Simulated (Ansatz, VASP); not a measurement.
## One calculation of BP, two programs

The input INCAR:

```
ALGO = Normal ; EDIFF = 1E-6
ENCUT = 520 ; ISIF = 2
ISMEAR = 0 ; LASPH = True
LCHARG = False ; LREAL = False
LWAVE = False ; NBANDS = 11
NELM = 80 ; PREC = Accurate
SIGMA = 0.01
```

KPOINTS

```
k-points
0
Gamma
  10 10 10
```

The input POSCAR:

```
BP
1.0
    0.0000000000      2.2601014554      2.2601014554
    2.2601014554      0.0000000000      2.2601014554
    2.2601014554      2.2601014554      0.0000000000
B P
1 1
Direct
    0.0000000000      0.0000000000      0.0000000000
    0.7500000000      0.7500000000      0.7500000000
```

Input for Ansatz:

```yaml
crystal:
  lattice:
    - [0.0, 2.2601014554, 2.2601014554]
    - [2.2601014554, 0.0, 2.2601014554]
    - [2.2601014554, 2.2601014554, 0.0]
  atoms:
    - { symbol: B, position: [0.0, 0.0, 0.0] }
    - { symbol: P, position: [0.75, 0.75, 0.75] }
basis:
  ecutwfc: 420
kpoints:
  mp_grid: { grid: [10, 10, 10] }
hamiltonian:
  xc: lda
scf:
  occupations: { method: fixed }
output:
  forces: true
  stress: true
  eigenvalues: true
```

Alike in both runs: task single point; functional LDA; k mesh 10 × 10 × 10; no spin polarisation.

```csv
,VASP,Ansatz
version,VASP 6.6.1,Ansatz 0.2.0
potentials or method,"VASP PAW LDA potentials, release 64 (B, P), cutoff 520 eV","scalar-relativistic, plane waves, PAW"
occupations,"gaussian, width 0.01 eV",fixed
valence electrons in the cell,8,8
```

|  | VASP | Ansatz | Ansatz less VASP |
| --- | --- | --- | --- |
| gap on the k mesh at the Fermi level (eV) | 1.17 | 1.17 | 0.000 |
| least direct gap on the mesh (eV) | 3.40 | 3.39 | -0.002 |
| pressure (GPa) | -3.5 | -3.3 | +0.10 |

LDA's correlation is that of Perdew and Zunger in VASP and of Perdew and Wang (1992) in Ansatz.
